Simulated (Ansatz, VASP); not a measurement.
## Two plane-wave programs on W5C

```
W C
1.0
    -3.20597    3.20597    2.11842
     3.20597   -3.20597    2.11842
     3.20597    3.20597   -2.11842
W C
5 1
Direct
  0.00000 0.00000 0.00000
  0.80788 0.61226 0.42014
  0.61226 0.19212 0.80437
  0.19212 0.38774 0.57986
  0.38774 0.80788 0.19563
  0.50000 0.50000 0.00000
```

Alike in both runs: functional PBE; k mesh 10 × 10 × 10; occupations gaussian, width 0.1 eV; no spin polarisation.

Ansatz relaxed the structure, and its values are those at the end. VASP's run is a single point on that final structure, the one shown.

|  | VASP | Ansatz |
| --- | --- | --- |
| version | VASP 6.6.1 | Ansatz 0.2.0 |
| potentials or method | VASP PAW PBE potentials, release 64 (W_sv, C), cutoff 520 eV | scalar-relativistic, plane waves, PAW |
| valence electrons in the cell | 74 | 74 |

```tsv
	VASP	Ansatz	Ansatz less VASP
gap on the k mesh at the Fermi level (eV)	none	none	-
pressure (GPa)	0.7	0.0	-0.64
rms of the force components (eV/Å)	0.013	0.000	-0.0125
```

A gap of «none» marks a metal or a gap that the smearing closes.

Spin-orbit coupling is off throughout.
